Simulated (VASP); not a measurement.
Wanted: the native input for a VASP 6.6.1 run.

```
Task                   : single point
Functional             : r2SCAN
Potentials or basis    : VASP PAW PBE potentials, release 64 (Pb_d, Se)
Cutoff                 : 520 eV
k mesh                 : 10 × 10 × 10
Occupations            : gaussian, width 0.05 eV
Spin                   : no spin polarisation
Dipole correction      : no
Further INCAR settings : ALGO = Normal; EDIFF = 1e-06; NBANDS = 17
```

The system is PbSe.

```
Pb Se
1.0
     0.00000    3.12964    3.12964
     3.12964    0.00000    3.12964
     3.12964    3.12964    0.00000
Pb Se
1 1
Direct
  0.50000 0.50000 0.50000
  0.00000 0.00000 0.00000
```

This cell differs from its parent crystal: volume scaled by 1.040.

One way to write it, as run:

POSCAR

```
PbSe
1.0
    0.0000000000      3.1296441306      3.1296441306
    3.1296441306      0.0000000000      3.1296441306
    3.1296441306      3.1296441306      0.0000000000
Pb Se
1 1
Direct
    0.5000000000      0.5000000000      0.5000000000
    0.0000000000      0.0000000000      0.0000000000
```

INCAR.step1

```
ALGO = Normal ; EDIFF = 1E-4
ENCUT = 520 ; GGA = PE
ISMEAR = 0 ; LASPH = True
LCHARG = False ; LREAL = False
LWAVE = True ; NBANDS = 17
NELM = 100 ; PREC = Accurate
SIGMA = 0.05
```

INCAR.step2

```
ALGO = Normal ; EDIFF = 1E-6
ENCUT = 520 ; ISIF = 2
ISMEAR = 0 ; ISTART = 1
LASPH = True ; LCHARG = False
LMIXTAU = True ; LREAL = False
LWAVE = False ; METAGGA = R2SCAN
NBANDS = 17 ; NELM = 100
PREC = Accurate ; SIGMA = 0.05
```

KPOINTS

```
k-points
0
Gamma
  10 10 10
```

Potentials or basis: VASP PAW PBE potentials, release 64 (Pb_d, Se).

The run is started by

```console
$ cat potpaw_PBE.64/Pb_d/POTCAR potpaw_PBE.64/Se/POTCAR > POTCAR
$ cp INCAR.step1 INCAR
$ mpirun -np 1 vasp_std > vasp.out
$ cp INCAR.step2 INCAR
$ mpirun -np 1 vasp_std > vasp.out
```

Results of the run:

```
Pressure               : -1.9 GPa
Band gap on the k mesh : 0.79 eV, direct
```

Caveat: the PAW data sets were made with another functional, which shifts forces and pressure a little; spin-orbit coupling is left out, which moves the levels of the heavy elements.

It took 110 s on 1 thread of Intel(R) Xeon(R) 6975P-C (Granite Rapids), on a shared host, peak memory 0.24 GiB.
